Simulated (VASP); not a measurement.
# AlFe (Pm-3m) in VASP: settings compared

The runs below take AlFe through single point, relaxation of cell and atoms, with PBEsol, RPBE, PBEsol+U.

Everything below comes from runs of VASP 6.6.1. Logs are shortened: lines on timing, memory, paths and dates and some standing lists are left out, and cuts for length are marked.

## 1. The cell of the first run

Symmetry: Pm-3m, No. 221, cubic system. Conventional cell: a = 2.841 Å, b = 2.841 Å, c = 2.841 Å, α = 90.00°, β = 90.00°, γ = 90.00°. Al (site symmetry m-3m) has 8 Fe at 2.46 Å and 6 Al at 2.84 Å within 3.2 Å. Within 3.2 Å of Fe (site symmetry m-3m) lie 8 Al at 2.46 Å and 6 Fe at 2.84 Å.

## 2. Single point, PBEsol

Contents of INCAR:

```
PREC = Accurate
ENCUT = 600
EDIFF = 1E-6
ISMEAR = -1
SIGMA = 0.1
LREAL = F
LASPH = T
NELM = 120
ALGO = Normal
ISIF = 2
LWAVE = F
LCHARG = F
GGA = PS
NBANDS = 12
GGA_COMPAT = F
```

Contents of KPOINTS:

```
Automatic mesh
0
Gamma
  6 6 6
```

Contents of POSCAR:

```
AlFe
1.0
    2.8413129964      0.0000000000      0.0000000000
    0.0000000000      2.8413129964      0.0000000000
    0.0000000000      0.0000000000      2.8413129964
Al Fe
1 1
Direct
    0.0000000000      0.0000000000      0.0000000000
    0.5000000000      0.5000000000      0.5000000000
```

Potentials or basis: VASP PAW PBE potentials, release 64 (Al, Fe).

On the command line:

```
$ cat potpaw_PBE.64/Al/POTCAR potpaw_PBE.64/Fe/POTCAR > POTCAR
$ mpirun -np 1 vasp_std > vasp.out
```

OUTCAR:

```text
PREC = Accurate
   ENCUT = 600
   EDIFF = 1E-6
   ISMEAR = -1
   LREAL = F
   LASPH = T
   NELM = 120
   ISIF = 2
   GGA = PS

 ion  position               nearest neighbor table
   1  0.000  0.000  0.000-   2 2.46   2 2.46   2 2.46   2 2.46   2 2.46   2 2.46   2 2.46   2 2.46

   2  0.500  0.500  0.500-   1 2.46   1 2.46   1 2.46   1 2.46   1 2.46   1 2.46   1 2.46   1 2.46

  LATTYP: Found a simple cubic cell.
 ALAT       =     2.8413129964

  Lattice vectors:

 A1 = (   2.8413129964,   0.0000000000,   0.0000000000)
 A2 = (   0.0000000000,   2.8413129964,   0.0000000000)
 A3 = (   0.0000000000,   0.0000000000,   2.8413129964)

Analysis of symmetry for initial positions (statically):
=====================================================================
 Subroutine PRICEL returns:
 Original cell was already a primitive cell.

 Routine SETGRP: Setting up the symmetry group for a
 simple cubic supercell.

 Subroutine GETGRP returns: Found 48 space group operations
 (whereof 48 operations were pure point group operations)
 out of a pool of 48 trial point group operations.

The static configuration has the point symmetry O_h .

Analysis of symmetry for dynamics (positions and initial velocities):
=====================================================================
 Subroutine PRICEL returns:
 Original cell was already a primitive cell.

 Routine SETGRP: Setting up the symmetry group for a
 simple cubic supercell.

 Subroutine GETGRP returns: Found 48 space group operations
 (whereof 48 operations were pure point group operations)
 out of a pool of 48 trial point group operations.

The dynamic configuration has the point symmetry O_h .

 Subroutine INISYM returns: Found 48 space group operations
 (whereof 48 operations are pure point group operations),
 and found     1 'primitive' translations

----------------------------------------------------------------------------------------

                                     Primitive cell

  volume of cell :      22.9381

  direct lattice vectors                    reciprocal lattice vectors
     2.841312996  0.000000000  0.000000000     0.351949962  0.000000000  0.000000000
     0.000000000  2.841312996  0.000000000     0.000000000  0.351949962  0.000000000
     0.000000000  0.000000000  2.841312996     0.000000000  0.000000000  0.351949962

  length of vectors
     2.841312996  2.841312996  2.841312996     0.351949962  0.351949962  0.351949962

  position of ions in fractional coordinates (direct lattice)
     0.000000000  0.000000000  0.000000000
     0.500000000  0.500000000  0.500000000

  ion indices of the primitive-cell ions
   primitive index   ion index
                 1           1
                 2           2

----------------------------------------------------------------------------------------

 KPOINTS: Automatic mesh

Automatic generation of k-mesh.
 Grid dimensions read from file:
 generate k-points for:    6    6    6

 Generating k-lattice:

  Cartesian coordinates                     Fractional coordinates (reciprocal lattice)
     0.058658327  0.000000000  0.000000000     0.166666667  0.000000000  0.000000000
     0.000000000  0.058658327  0.000000000     0.000000000  0.166666667  0.000000000
     0.000000000  0.000000000  0.058658327     0.000000000  0.000000000  0.166666667

  Length of vectors
     0.058658327  0.058658327  0.058658327

  Shift w.r.t. Gamma in fractional coordinates (k-lattice)
     0.000000000  0.000000000  0.000000000

 Subroutine IBZKPT returns following result:
 ===========================================

 Found     20 irreducible k-points:

 Following reciprocal coordinates:
            Coordinates               Weight
  0.000000  0.000000  0.000000      1.000000
  0.166667  0.000000  0.000000      6.000000
  0.333333  0.000000  0.000000      6.000000
  0.500000  0.000000  0.000000      3.000000
  0.166667  0.166667  0.000000     12.000000
  0.333333  0.166667  0.000000     24.000000
[... 12 lines left out ...]
  0.500000  0.500000  0.333333      6.000000
  0.500000  0.500000  0.500000      1.000000
   k-points           NKPTS =     20   k-points in BZ     NKDIM =     20   number of bands    NBANDS=     12
   number of dos      NEDOS =    301   number of ions     NIONS =      2
   total plane-waves  NPLWV =  13824
   dimension x,y,z NGX =    24 NGY =   24 NGZ =   24
   dimension x,y,z NGXF=    48 NGYF=   48 NGZF=   48
   ions per type =               1   1
   NGX,Y,Z   is equivalent  to a cutoff of  14.04, 14.04, 14.04 a.u.
   NGXF,Y,Z  is equivalent  to a cutoff of  28.08, 28.08, 28.08 a.u.
 SYSTEM =  unknown system
   PREC   = accura    normal or accurate (medium, high low for compatibility)
   ISTART =      0    job   : 0-new  1-cont  2-samecut
   ICHARG =      2    charge: 1-file 2-atom 10-const
   ISPIN  =      1    spin polarized calculation?
   LNONCOLLINEAR =      F non collinear calculations
   LSORBIT =      F    spin-orbit coupling
   LASPH  =      T    aspherical Exc in radial PAW
   ENCUT  =  600.0 eV  44.10 Ry    6.64 a.u.   5.67  5.67  5.67*2*pi/ulx,y,z
   NELM   =    120;   NELMIN=  2; NELMDL= -5     # of ELM steps
   EDIFF  = 0.1E-05   stopping-criterion for ELM
   LREAL  =      F    real-space projection
   EDIFFG = 0.1E-04   stopping-criterion for IOM
   NSW    =      0    number of steps for IOM
   IBRION =     -1    ionic relax: 0-MD 1-quasi-New 2-CG
   NFREE  =      0    steps in history (QN), initial steepest desc. (CG)
   ISIF   =      2    stress and relaxation
   ISYM   =      2    0-nonsym 1-usesym 2-fastsym
   POTIM  = 0.5000    time-step for ionic-motion
   TEBEG  =    0.0;   TEEND  =   0.0 temperature during run
   PSTRESS=    0.0 pullay stress
   NELECT =      11.0000    total number of electrons
   NUPDOWN=      -1.0000    fix difference up-down
   EMIN   =  10.00;   EMAX   =-10.00  energy-range for DOS
   EFERMI =   0.00;   METHOD = LEGACY
   ISMEAR =    -1;   SIGMA  =   0.10  broadening in eV -4-tet -1-fermi 0-gaus
   EFERMI_NEDOS =   21; number of points for ismear=-14 and -15
   IALGO  =     38    algorithm
   IMIX   =      4    mixing-type and parameters
     AMIX     =   0.40;   BMIX     =  1.00
     AMIX_MAG =   1.60;   BMIX_MAG =  1.00
  volume/ion in A,a.u.               =      11.47        77.40
  Fermi-wavevector in a.u.,A,eV,Ry     =   1.281406  2.421506 22.340774  1.642001
  Thomas-Fermi vector in A             =   2.413777
   LORBIT       =      0    0 simple, 1 ext, 2 COOP (PROOUT), +10 PAW based schemes
   GGA     = PS    functional components
   LHFCALC =     F    Hartree Fock is set to
   AEXX    =    0.0000 exact exchange contribution
   IVDW    =     0    specifies the selected vdW correction
   LEPSILON=     F    determine dielectric tensor
   LRPA    =     F    only Hartree local field effects (RPA)
 non-spin polarized calculation
  energy-cutoff  :      600.00
  volume of cell :       22.94
 maximum number of plane-waves:       784
 NGX is ok and might be reduce to    24
   NGX = 11   NGY = 11   NGZ = 11

 number of electron      11.0000004 magnetization

 Free energy of the ion-electron system (eV)
  ---------------------------------------------------
  ext. energy  EPLUGINS =         0.00000000
  ---------------------------------------------------
  free energy    TOTEN  =       -13.75486772 eV

  energy without entropy =      -13.66735897  energy(sigma->0) =      -13.71111334

 E-fermi :   8.1362     XC(G=0): -12.4271

 val. band max:        8.1153293935   @ k =   0.1667   0.1667   0.0000
 cond. band min:       8.1509603949   @ k =   0.3333   0.1667   0.0000
 fundamental gap:      0.0356310014
 Fermi energy:         8.1361732530

 k-point     1 :       0.0000    0.0000    0.0000
  band No.  band energies     occupation
      1      -2.3394      2.00000
      2       5.7976      2.00000
      3       5.7976      2.00000
      4       8.3155      0.28523
      5       8.3155      0.28523
      6       8.3155      0.28523
      7      14.8376      0.00000
      8      14.8376      0.00000
      9      14.8376      0.00000
     10      17.8126      0.00000
     11      17.8126      0.00000
     12      24.6398      0.00000

 k-point     2 :       0.1667    0.0000    0.0000
  band No.  band energies     occupation
      1      -1.8083      2.00000
      2       5.6807      2.00000
      3       5.9570      2.00000
      4       8.0084      1.56405
      5       8.0084      1.56405
      6       8.3492      0.21242
      7      12.0734      0.00000
      8      15.5880      0.00000
      9      15.5880      0.00000
     10      17.6473      0.00000
     11      20.2573      0.00000
     12      26.3397      0.00000

 k-point     3 :       0.3333    0.0000    0.0000
  band No.  band energies     occupation
      1      -0.2760      2.00000
      2       4.5133      2.00000
      3       6.3015      2.00000
      4       7.4928      1.99679
      5       7.4928      1.99679
      6       8.4172      0.11354
      7       9.8651      0.00000
      8      17.2487      0.00000
      9      17.4581      0.00000
     10      17.4581      0.00000
     11      22.3649      0.00000
     12      23.3926      0.00000

 k-point     4 :       0.5000    0.0000    0.0000
  band No.  band energies     occupation
      1       1.9652      2.00000
      2       2.1276      2.00000
      3       6.4890      2.00000
      4       7.2689      1.99966
      5       7.2689      1.99966
      6       8.4517      0.08180
      7       9.4722      0.00000
      8      17.0099      0.00000
      9      19.5602      0.00000
     10      19.5602      0.00000
     11      20.6939      0.00000
     12      20.6939      0.00000

 k-point     5 :       0.1667    0.1667    0.0000
  band No.  band energies     occupation
      1      -1.2894      2.00000
      2       5.8304      2.00000
      3       5.9205      2.00000
      4       7.6369      1.98651
      5       7.9942      1.61061
      6       8.1153      1.10384
      7      12.1448      0.00000
      8      13.1993      0.00000
      9      16.3081      0.00000
     10      18.7491      0.00000
     11      22.1674      0.00000
     12      23.9664      0.00000
[... 168 lines left out ...]
      1       2.9445      2.00000
      2       5.4267      2.00000
      3       5.4267      2.00000
      4       7.6234      1.98822
      5       7.7804      1.94458
      6       7.7804      1.94458
      7      11.8668      0.00000
      8      11.8668      0.00000
      9      13.8728      0.00000
     10      17.2072      0.00000
     11      17.2072      0.00000
     12      18.3417      0.00000

 k-point    18 :       0.5000    0.3333    0.3333
  band No.  band energies     occupation
      1       3.8465      2.00000
      2       4.8768      2.00000
      3       5.2681      2.00000
      4       7.7845      1.94234
      5       7.8280      1.91230
      6       9.3481      0.00001
      7       9.6999      0.00000
      8      13.4738      0.00000
      9      14.1528      0.00000
     10      14.8396      0.00000
     11      16.1452      0.00000
     12      18.6992      0.00000

 k-point    19 :       0.5000    0.5000    0.3333
  band No.  band energies     occupation
      1       4.3136      2.00000
      2       4.9466      2.00000
      3       4.9466      2.00000
      4       7.8734      1.86523
      5       9.0480      0.00022
      6      10.0620      0.00000
      7      10.0620      0.00000
      8      11.6311      0.00000
      9      12.8793      0.00000
     10      15.8093      0.00000
     11      16.5249      0.00000
     12      16.5249      0.00000

 k-point    20 :       0.5000    0.5000    0.5000
  band No.  band energies     occupation
      1       4.7255      2.00000
      2       4.7255      2.00000
      3       4.7255      2.00000
      4       9.0592      0.00020
      5       9.0592      0.00020
      6      11.2892      0.00000
      7      11.2892      0.00000
      8      11.2892      0.00000
      9      12.8617      0.00000
     10      14.6450      0.00000
     11      14.6450      0.00000
     12      14.6450      0.00000

------------------------ aborting loop because EDIFF is reached ----------------------------------------

  FORCE on cell =-STRESS in cart. coord.  units (eV):
  Direction    XX          YY          ZZ          XY          YZ          ZX
  --------------------------------------------------------------------------------------
  -------------------------------------------------------------------------------------
  Total        0.0207152      0.0207152      0.0207152     -0.0000000     -0.0000000      0.0000000
  in kB        1.4469157      1.4469157      1.4469157     -0.0000000     -0.0000000      0.0000000
  external PRESSURE =       1.4469157 kB  Pullay stress =       0.0000000 kB

 VOLUME and BASIS-vectors are now :
 -----------------------------------------------------------------------------
  energy-cutoff  :      600.00
  volume of cell :       22.94
      direct lattice vectors                 reciprocal lattice vectors
     2.841312996  0.000000000  0.000000000     0.351949962  0.000000000  0.000000000
     0.000000000  2.841312996  0.000000000     0.000000000  0.351949962  0.000000000
     0.000000000  0.000000000  2.841312996     0.000000000  0.000000000  0.351949962

 POSITION                                       TOTAL-FORCE (eV/Angst)
 -----------------------------------------------------------------------------------
      0.00000      0.00000      0.00000         0.000000      0.000000      0.000000
      1.42066      1.42066      1.42066         0.000000      0.000000      0.000000
 -----------------------------------------------------------------------------------
    total drift:                                0.000000     -0.000000     -0.000000

  FREE ENERGIE OF THE ION-ELECTRON SYSTEM (eV)
  ---------------------------------------------------
  free  energy   TOTEN  =       -13.7548677204 eV

  energy  without entropy=      -13.6673589662  energy(sigma->0) =      -13.71111334
```

Wall time 6.6 s (1 thread of AMD EPYC 7R43 (Zen 3), shared host); peak memory 0.1 GiB.

Results:

| Item | Value |
| --- | --- |
| Free energy | -13.7549 eV |
| Pressure | 0.1 GPa |
| Band gap on the k mesh | zero (an odd number of electrons rules out a gap without spin polarisation) |

Caveat: the k points lie up to 0.37 Å⁻¹ apart, too coarse for converged energies and pressures of a metal; the PAW data sets were made with another functional, which shifts forces and pressure a little; the run has no spin polarisation, though such a crystal can be magnetic.

## 3. Single point, RPBE

This run uses another cell than the first one, of 12.09 Å³/atom.

Contents of INCAR:

```
PREC = Accurate
ENCUT = 600
EDIFF = 1E-6
ISMEAR = -1
SIGMA = 0.1
LREAL = False
LASPH = True
NELM = 120
ALGO = Normal
ISIF = 2
LWAVE = False
LCHARG = False
GGA = RP
NBANDS = 12
GGA_COMPAT = False
```

Contents of KPOINTS:

```
Automatic mesh
0
Gamma
  9 9 9
```

Contents of POSCAR:

```
AlFe
1.0
    2.8919828415      0.0000000000      0.0000000000
    0.0000000000      2.8919828415      0.0000000000
    0.0000000000      0.0000000000      2.8919828415
Al Fe
1 1
Direct
    0.0000000000      0.0000000000      0.0000000000
    0.5000000000      0.5000000000      0.5000000000
```

Potentials or basis: VASP PAW PBE potentials, release 64 (Al, Fe).

On the command line:

```
$ cat potpaw_PBE.64/Al/POTCAR potpaw_PBE.64/Fe/POTCAR > POTCAR
$ mpirun -np 1 vasp_std > vasp.out
```

Run time: 9.4 s. Hardware: 1 thread of AMD EPYC 7R43 (Zen 3), shared host; peak memory 0.11 GiB.

It converged, with:

| Item | Value |
| --- | --- |
| Free energy | -11.8614 eV |
| Pressure | -0.2 GPa |
| Band gap on the k mesh | zero (an odd number of electrons rules out a gap without spin polarisation) |

Levels at points of the mesh, in eV from the Fermi level:
| k point | band 2 | band 3 | band 4 | band 5 | band 6 | band 7 | band 8 | band 9 | band 10 | band 11 |
| --- | --- | --- | --- | --- | --- | --- | --- | --- | --- | --- |
| (0.00, 0.00, 0.00) | -2.14 | -2.14 | 0.14 | 0.14 | 0.14 | 6.40 | 6.40 | 6.40 | 9.32 | 9.32 |

Caveat: the PAW data sets were made with another functional, which shifts forces and pressure a little; the run has no spin polarisation, though such a crystal can be magnetic. Spin polarisation is off, so any magnetic state and its effect on volume and gap are missing.

## 4. Single point, PBEsol+U

This run uses another cell than the first one, of 11.65 Å³/atom.

Contents of INCAR:

```
PREC = Accurate ; ENCUT = 600
EDIFF = 1E-6 ; ISMEAR = -1
SIGMA = 0.1 ; LREAL = False
LASPH = True ; NELM = 200
ALGO = Normal ; ISIF = 2
LWAVE = False ; LCHARG = False
LMAXMIX = 4 ; LDAU = True
LDAUTYPE = 2 ; LDAUL = -1 2
LDAUU = 0 6 ; LDAUJ = 0 0
LDAUPRINT = 1 ; GGA = PS
NBANDS = 12 ; GGA_COMPAT = False
```

Contents of KPOINTS:

```
Automatic mesh
0
Gamma
  6 6 6
  0.5 0.5 0.5
```

Contents of POSCAR:

```
AlFe
1.0
    2.8560365352      0.0000000000      0.0000000000
    0.0000000000      2.8560365352      0.0000000000
    0.0000000000      0.0000000000      2.8560365352
Al Fe
1 1
Direct
    0.0000000000      0.0000000000      0.0000000000
    0.5000000000      0.5000000000      0.5000000000
```

On the command line:

```
$ cat potpaw_PBE.64/Al/POTCAR potpaw_PBE.64/Fe/POTCAR > POTCAR
$ mpirun -np 1 vasp_std > vasp.out
```

Wall time 5.9 s (1 thread of AMD EPYC 7R43 (Zen 3), shared host); peak memory 0.1 GiB.

The run converged. Its results:

| Property | Result |
| --- | --- |
| Free energy | -7.7877 eV |
| Pressure | -3.1 GPa |
| Band gap on the k mesh | zero (an odd number of electrons rules out a gap without spin polarisation) |

Levels at points of the mesh, in eV from the Fermi level:
| k point | band 3 | band 4 | band 5 | band 6 | band 7 | band 8 | band 9 | band 10 |
| --- | --- | --- | --- | --- | --- | --- | --- | --- |
| (0.08, 0.08, 0.08) | -1.32 | -1.29 | -1.02 | -1.02 | 6.15 | 6.15 | 6.65 | 11.62 |

Eigenvalues of the final occupation matrices:
```tsv
site	spin	trace	eigenvalues
site 2 d	1	3.36	0.38 0.38 0.86 0.86 0.86
site 2 d	2	3.36	0.38 0.38 0.86 0.86 0.86
```

Caveat: the k points lie up to 0.37 Å⁻¹ apart, too coarse for converged energies and pressures of a metal; the PAW data sets were made with another functional, which shifts forces and pressure a little; the run has no spin polarisation, though such a crystal can be magnetic; U without spin polarisation on a metal has little footing; the U is typed as a test and isn't derived for this compound. Spin polarisation is off, so any magnetic state and its effect on volume and gap are missing.

(Continued in part 2 of 2.)
